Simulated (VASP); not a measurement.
# SiMo3 (Pm-3n) in VASP: a series of runs

Aim: see how the results for SiMo3 move with the level of theory and the settings. Levels: PBE, PBEsol, r2SCAN. Tasks: relaxation of cell and atoms.

All numbers are computed with VASP 6.6.1; they aren't measurements. Logs are shortened: lines on timing, memory, paths and dates and some standing lists are left out, and cuts for length are marked.

### 1 The cell of the first run

The structure is cubic, space group Pm-3n (No. 223). The conventional cell has a = 4.889 Å, b = 4.889 Å, c = 4.889 Å, α = 90.00°, β = 90.00°, γ = 90.00°. Within 3.6 Å of Si (site symmetry m-3) lie 12 Mo at 2.73 Å. Within 3.2 Å of Mo (site symmetry -4m2) lie 10 Mo at 2.44 to 2.99 Å and 4 Si at 2.73 Å.

### 2 Relaxation of cell and atoms, PBE

Contents of INCAR:

```
SYSTEM = SiMo3
PREC = Accurate
ENCUT = 600
EDIFF = 1E-6
ISMEAR = -1
SIGMA = 0.1
LREAL = .False.
LASPH = .True.
NELM = 80
ALGO = Normal
ISIF = 3
LWAVE = .False.
LCHARG = .False.
GGA = PE
IBRION = 2
NSW = 80
EDIFFG = -0.01
```

Contents of KPOINTS:

```
regular mesh
0
Gamma
  7 7 7
  0 0 0
```

Contents of POSCAR:

```
SiMo3
1.0
    4.8890000000      0.0000000000      0.0000000000
    0.0000000000      4.8890000000      0.0000000000
    0.0000000000      0.0000000000      4.8890000000
Si Mo
2 6
Direct
    0.0000000000      0.0000000000      0.0000000000
    0.5000000000      0.5000000000      0.5000000000
    0.2500000000      0.0000000000      0.5000000000
    0.5000000000      0.7500000000      0.0000000000
    0.7500000000      0.0000000000      0.5000000000
    0.5000000000      0.2500000000      0.0000000000
    0.0000000000      0.5000000000      0.7500000000
    0.0000000000      0.5000000000      0.2500000000
```

Potentials or basis: VASP PAW PBE potentials, release 64 (Si, Mo_sv).

The run is started by

```console
$ cat potpaw_PBE.64/Si/POTCAR potpaw_PBE.64/Mo_sv/POTCAR > POTCAR
$ mpirun -np 1 vasp_std > vasp.out
```

OUTCAR:

```text
SYSTEM = SiMo3
   PREC = Accurate
   ENCUT = 600
   EDIFF = 1E-6
   ISMEAR = -1
   LREAL = .False.
   LASPH = .True.
   NELM = 80
   ISIF = 3
   GGA = PE
   IBRION = 2
   NSW = 80
   EDIFFG = -0.01

 ion  position               nearest neighbor table
   1  0.000  0.000  0.000-   3 2.73   4 2.73   5 2.73   6 2.73   7 2.73   8 2.73   3 2.73   5 2.73
                             7 2.73   8 2.73   4 2.73   6 2.73
   2  0.500  0.500  0.500-   3 2.73   4 2.73   5 2.73   6 2.73   7 2.73   8 2.73   4 2.73   6 2.73
                             3 2.73   5 2.73   7 2.73   8 2.73
   3  0.250  0.000  0.500-   5 2.44   5 2.44   1 2.73   1 2.73   2 2.73   2 2.73   8 2.99   4 2.99
                             4 2.99   6 2.99   6 2.99   7 2.99   8 2.99   7 2.99
   4  0.500  0.750  0.000-   6 2.44   6 2.44   1 2.73   2 2.73   2 2.73   1 2.73   8 2.99   5 2.99
                             3 2.99   5 2.99   3 2.99   7 2.99   7 2.99   8 2.99
   5  0.750  0.000  0.500-   3 2.44   3 2.44   1 2.73   1 2.73   2 2.73   2 2.73   8 2.99   4 2.99
                             4 2.99   6 2.99   6 2.99   7 2.99   8 2.99   7 2.99
   6  0.500  0.250  0.000-   4 2.44   4 2.44   1 2.73   2 2.73   2 2.73   1 2.73   8 2.99   3 2.99
                             3 2.99   5 2.99   5 2.99   7 2.99   7 2.99   8 2.99
   7  0.000  0.500  0.750-   8 2.44   8 2.44   1 2.73   2 2.73   1 2.73   2 2.73   3 2.99   4 2.99
                             5 2.99   3 2.99   5 2.99   6 2.99   4 2.99   6 2.99
   8  0.000  0.500  0.250-   7 2.44   7 2.44   1 2.73   2 2.73   1 2.73   2 2.73   3 2.99   4 2.99
                             5 2.99   3 2.99   5 2.99   6 2.99   4 2.99   6 2.99

  LATTYP: Found a simple cubic cell.
 ALAT       =     4.8890000000

  Lattice vectors:

 A1 = (   4.8890000000,   0.0000000000,   0.0000000000)
 A2 = (   0.0000000000,   4.8890000000,   0.0000000000)
 A3 = (   0.0000000000,   0.0000000000,   4.8890000000)

Analysis of symmetry for initial positions (statically):
=====================================================================
 Subroutine PRICEL returns:
 Original cell was already a primitive cell.

 Routine SETGRP: Setting up the symmetry group for a
 simple cubic supercell.

 Subroutine GETGRP returns: Found 48 space group operations
 (whereof 24 operations were pure point group operations)
 out of a pool of 48 trial point group operations.

The static configuration has the point symmetry T_h .
 The point group associated with its full space group is O_h .

Analysis of symmetry for dynamics (positions and initial velocities):
=====================================================================
 Subroutine PRICEL returns:
 Original cell was already a primitive cell.

 Routine SETGRP: Setting up the symmetry group for a
 simple cubic supercell.

 Subroutine GETGRP returns: Found 48 space group operations
 (whereof 24 operations were pure point group operations)
 out of a pool of 48 trial point group operations.

The dynamic configuration has the point symmetry T_h .
 The point group associated with its full space group is O_h .

 Subroutine INISYM returns: Found 48 space group operations
 (whereof 24 operations are pure point group operations),
 and found     1 'primitive' translations

----------------------------------------------------------------------------------------

                                     Primitive cell

  volume of cell :     116.8584

  direct lattice vectors                    reciprocal lattice vectors
     4.889000000  0.000000000  0.000000000     0.204540806  0.000000000  0.000000000
     0.000000000  4.889000000  0.000000000     0.000000000  0.204540806  0.000000000
     0.000000000  0.000000000  4.889000000     0.000000000  0.000000000  0.204540806

  length of vectors
     4.889000000  4.889000000  4.889000000     0.204540806  0.204540806  0.204540806

  position of ions in fractional coordinates (direct lattice)
     0.000000000  0.000000000  0.000000000
     0.500000000  0.500000000  0.500000000
     0.250000000  0.000000000  0.500000000
     0.500000000  0.750000000  0.000000000
     0.750000000  0.000000000  0.500000000
     0.500000000  0.250000000  0.000000000
     0.000000000  0.500000000  0.750000000
     0.000000000  0.500000000  0.250000000

  ion indices of the primitive-cell ions
   primitive index   ion index
                 1           1
                 2           2
                 3           3
                 4           4
                 5           5
                 6           6
                 7           7
                 8           8

----------------------------------------------------------------------------------------

 KPOINTS: regular mesh

Automatic generation of k-mesh.
 Grid dimensions read from file:
 generate k-points for:    7    7    7

 Generating k-lattice:

  Cartesian coordinates                     Fractional coordinates (reciprocal lattice)
     0.029220115  0.000000000  0.000000000     0.142857143  0.000000000  0.000000000
     0.000000000  0.029220115  0.000000000     0.000000000  0.142857143  0.000000000
     0.000000000  0.000000000  0.029220115     0.000000000  0.000000000  0.142857143

  Length of vectors
     0.029220115  0.029220115  0.029220115

  Shift w.r.t. Gamma in fractional coordinates (k-lattice)
     0.000000000  0.000000000  0.000000000

 Subroutine IBZKPT returns following result:
 ===========================================

 Found     20 irreducible k-points:

 Following reciprocal coordinates:
            Coordinates               Weight
  0.000000  0.000000  0.000000      1.000000
  0.142857  0.000000  0.000000      6.000000
  0.285714  0.000000  0.000000      6.000000
  0.428571  0.000000  0.000000      6.000000
  0.142857  0.142857  0.000000     12.000000
  0.285714  0.142857  0.000000     24.000000
[... 12 lines left out ...]
  0.428571  0.428571  0.285714     24.000000
  0.428571  0.428571  0.428571      8.000000
   k-points           NKPTS =     20   k-points in BZ     NKDIM =     20   number of bands    NBANDS=     55
   number of dos      NEDOS =    301   number of ions     NIONS =      8
   total plane-waves  NPLWV =  64000
   dimension x,y,z NGX =    40 NGY =   40 NGZ =   40
   dimension x,y,z NGXF=    80 NGYF=   80 NGZF=   80
   ions per type =               2   6
   NGX,Y,Z   is equivalent  to a cutoff of  13.60, 13.60, 13.60 a.u.
   NGXF,Y,Z  is equivalent  to a cutoff of  27.20, 27.20, 27.20 a.u.
 SYSTEM =  SiMo3
   PREC   = accura    normal or accurate (medium, high low for compatibility)
   ISTART =      0    job   : 0-new  1-cont  2-samecut
   ICHARG =      2    charge: 1-file 2-atom 10-const
   ISPIN  =      1    spin polarized calculation?
   LNONCOLLINEAR =      F non collinear calculations
   LSORBIT =      F    spin-orbit coupling
   LASPH  =      T    aspherical Exc in radial PAW
   ENCUT  =  600.0 eV  44.10 Ry    6.64 a.u.   9.76  9.76  9.76*2*pi/ulx,y,z
   NELM   =     80;   NELMIN=  2; NELMDL= -5     # of ELM steps
   EDIFF  = 0.1E-05   stopping-criterion for ELM
   LREAL  =      F    real-space projection
   EDIFFG = -.1E-01   stopping-criterion for IOM
   NSW    =     80    number of steps for IOM
   IBRION =      2    ionic relax: 0-MD 1-quasi-New 2-CG
   NFREE  =      1    steps in history (QN), initial steepest desc. (CG)
   ISIF   =      3    stress and relaxation
   ISYM   =      2    0-nonsym 1-usesym 2-fastsym
   POTIM  = 0.5000    time-step for ionic-motion
   TEBEG  =    0.0;   TEEND  =   0.0 temperature during run
   PSTRESS=    0.0 pullay stress
   NELECT =      92.0000    total number of electrons
   NUPDOWN=      -1.0000    fix difference up-down
   EMIN   =  10.00;   EMAX   =-10.00  energy-range for DOS
   EFERMI =   0.00;   METHOD = LEGACY
   ISMEAR =    -1;   SIGMA  =   0.10  broadening in eV -4-tet -1-fermi 0-gaus
   EFERMI_NEDOS =   21; number of points for ismear=-14 and -15
   IALGO  =     38    algorithm
   IMIX   =      4    mixing-type and parameters
     AMIX     =   0.40;   BMIX     =  1.00
     AMIX_MAG =   1.60;   BMIX_MAG =  1.00
  volume/ion in A,a.u.               =      14.61        98.57
  Fermi-wavevector in a.u.,A,eV,Ry     =   1.511648  2.856601 31.090405  2.285080
  Thomas-Fermi vector in A             =   2.621677
   LORBIT       =      0    0 simple, 1 ext, 2 COOP (PROOUT), +10 PAW based schemes
   GGA     = PE    functional components
   LHFCALC =     F    Hartree Fock is set to
   AEXX    =    0.0000 exact exchange contribution
   IVDW    =     0    specifies the selected vdW correction
   LEPSILON=     F    determine dielectric tensor
   LRPA    =     F    only Hartree local field effects (RPA)
 conjugate gradient relaxation of ions
 non-spin polarized calculation
  energy-cutoff  :      600.00
  volume of cell :      116.86
 maximum number of plane-waves:      3916
 NGX is ok and might be reduce to    40
   NGX = 19   NGY = 19   NGZ = 19

--------------------------------------- Ionic step        1  -------------------------------------------

 number of electron      91.9999979 magnetization

 Free energy of the ion-electron system (eV)
  ---------------------------------------------------
  ext. energy  EPLUGINS =         0.00000000
  ---------------------------------------------------
  free energy    TOTEN  =       -79.06165189 eV

  energy without entropy =      -78.94373458  energy(sigma->0) =      -79.00269323

------------------------ aborting loop because EDIFF is reached ----------------------------------------

  FORCE on cell =-STRESS in cart. coord.  units (eV):
  Direction    XX          YY          ZZ          XY          YZ          ZX
  --------------------------------------------------------------------------------------
  -------------------------------------------------------------------------------------
  Total        2.1643750      2.1643750      2.1643750      0.0000000      0.0000000     -0.0000000
  in kB       29.6744708     29.6744708     29.6744708      0.0000000      0.0000000     -0.0000000
  external PRESSURE =      29.6744708 kB  Pullay stress =       0.0000000 kB
[... 69 lines left out ...]
  energy  without entropy=      -78.8814518801  energy(sigma->0) =      -78.94434275

--------------------------------------- Ionic step        3  -------------------------------------------

 number of electron      91.9999980 magnetization

 Free energy of the ion-electron system (eV)
  ---------------------------------------------------
  ext. energy  EPLUGINS =         0.00000000
  ---------------------------------------------------
  free energy    TOTEN  =       -79.07412940 eV

  energy without entropy =      -78.95388299  energy(sigma->0) =      -79.01400620

 E-fermi :  12.5855     XC(G=0): -13.0498

 val. band max:       12.5762637102   @ k =   0.4286   0.2857   0.1429
 cond. band min:      12.6018109913   @ k =   0.4286   0.1429   0.1429
 fundamental gap:      0.0255472810
 Fermi energy:        12.5855111379

 k-point     1 :       0.0000    0.0000    0.0000
  band No.  band energies     occupation
      1     -48.6939      2.00000
      2     -48.5842      2.00000
      3     -48.5842      2.00000
      4     -48.2665      2.00000
      5     -48.2665      2.00000
      6     -48.2665      2.00000
[... 1184 lines left out ...]
  FREE ENERGIE OF THE ION-ELECTRON SYSTEM (eV)
  ---------------------------------------------------
  free  energy   TOTEN  =       -79.0741294029 eV

  energy  without entropy=      -78.9538829889  energy(sigma->0) =      -79.01400620

 reached required accuracy - stopping structural energy minimisation
```

It took 3.2 min on 1 thread of Intel Xeon 6975P-C (Granite Rapids), shared host; peak memory 0.3 GiB.

Results:

```
Free energy                           : -79.0741 eV
Relaxed volume                        : 14.78 Å³/atom
Relaxed cell                          : a = 4.908 Å, b = 4.908 Å, c = 4.908 Å, α = 90.00°, β = 90.00°, γ = 90.00°
Space group after relaxing (to 0.1 Å) : Pm-3n (No. 223)
Energy gained by relaxing             : 1.6 meV/atom
Ionic steps                           : 3
Pressure after relaxing               : 0.0 GPa
Band gap on the k mesh                : zero (bands 46 and 47 overlap by 1.95 eV)
```

Step by step:
```csv
step,energy change (eV),largest force (eV/Å),pressure (GPa),volume (Å³)
1,0.0000,0.0000,2.97,116.86
2,0.0544,0.0000,-6.40,121.49
3,-0.0125,0.0000,-0.03,118.24
```

Final structure:
```cif
data_structure
_symmetry_space_group_name_H-M 'P 1'
_symmetry_Int_Tables_number 1
_cell_length_a 4.9082
_cell_length_b 4.9082
_cell_length_c 4.9082
_cell_angle_alpha 90.000
_cell_angle_beta 90.000
_cell_angle_gamma 90.000
_cell_volume 118.24
loop_
_atom_site_label
_atom_site_type_symbol
_atom_site_fract_x
_atom_site_fract_y
_atom_site_fract_z
_atom_site_occupancy
Si1 Si 0.00000 0.00000 0.00000 1
Si2 Si 0.50000 0.50000 0.50000 1
Mo1 Mo 0.25000 0.00000 0.50000 1
Mo2 Mo 0.50000 0.75000 0.00000 1
Mo3 Mo 0.75000 0.00000 0.50000 1
Mo4 Mo 0.50000 0.25000 0.00000 1
Mo5 Mo 0.00000 0.50000 0.75000 1
Mo6 Mo 0.00000 0.50000 0.25000 1
```

Levels at points of the mesh, in eV from the Fermi level:
| k point | band 41 | band 42 | band 43 | band 44 | band 45 | band 46 | band 47 | band 48 | band 49 | band 50 |
| --- | --- | --- | --- | --- | --- | --- | --- | --- | --- | --- |
| (0.00, 0.00, 0.00) | -2.14 | -2.14 | -1.55 | -1.55 | 1.22 | 1.22 | 1.22 | 1.98 | 2.32 | 2.32 |

### 3 Relaxation of cell and atoms, PBEsol

Contents of INCAR:

```
SYSTEM = SiMo3
PREC = Accurate ; ENCUT = 600
EDIFF = 1E-6 ; ISMEAR = -1
SIGMA = 0.1 ; LREAL = .False.
LASPH = .True. ; NELM = 60
ALGO = Normal ; ISIF = 3
LWAVE = .False. ; LCHARG = .False.
GGA = PS ; IBRION = 2
NSW = 80 ; EDIFFG = -0.01
```

KPOINTS is that of step 2.

POSCAR is that of step 2.

Potentials or basis: VASP PAW PBE potentials, release 64 (Si, Mo_sv).

The run is started by

```console
$ cat potpaw_PBE.64/Si/POTCAR potpaw_PBE.64/Mo_sv/POTCAR > POTCAR
$ mpirun -np 1 vasp_std > vasp.out
```

It took 3.1 min on 1 thread of Intel Xeon 6975P-C (Granite Rapids), shared host; peak memory 0.31 GiB.

The run converged. Its results:

```
Free energy                           : -85.1941 eV
Relaxed volume                        : 14.39 Å³/atom
Relaxed cell                          : a = 4.864 Å, b = 4.864 Å, c = 4.864 Å, α = 90.00°, β = 90.00°, γ = 90.00°
Space group after relaxing (to 0.1 Å) : Pm-3n (No. 223)
Energy gained by relaxing             : 2.9 meV/atom
Ionic steps                           : 3
Pressure after relaxing               : -0.1 GPa
Band gap on the k mesh                : zero (bands 46 and 47 overlap by 1.99 eV)
```

Step by step:
| step | energy change (eV) | largest force (eV/Å) | pressure (GPa) | volume (Å³) |
| --- | --- | --- | --- | --- |
| 1 | 0.0000 | 0.0000 | -4.03 | 116.86 |
| 2 | 0.1210 | 0.0000 | 11.09 | 110.76 |
| 3 | -0.0230 | 0.0000 | -0.07 | 115.08 |

Final structure:
```
Si Mo
1.0
     4.86411    0.00000    0.00000
     0.00000    4.86411    0.00000
     0.00000    0.00000    4.86411
Si Mo
2 6
Direct
  0.00000 0.00000 0.00000
  0.50000 0.50000 0.50000
  0.25000 0.00000 0.50000
  0.50000 0.75000 0.00000
  0.75000 0.00000 0.50000
  0.50000 0.25000 0.00000
  0.00000 0.50000 0.75000
  0.00000 0.50000 0.25000
```

Levels at points of the mesh, in eV from the Fermi level:
| k point | band 43 | band 44 | band 45 | band 46 | band 47 | band 48 |
| --- | --- | --- | --- | --- | --- | --- |
| (0.00, 0.00, 0.00) | -1.60 | -1.60 | 1.28 | 1.28 | 1.28 | 2.12 |

Caveat: the PAW data sets were made with another functional, which shifts forces and pressure a little.

(Part 1 of 2 ends here.)
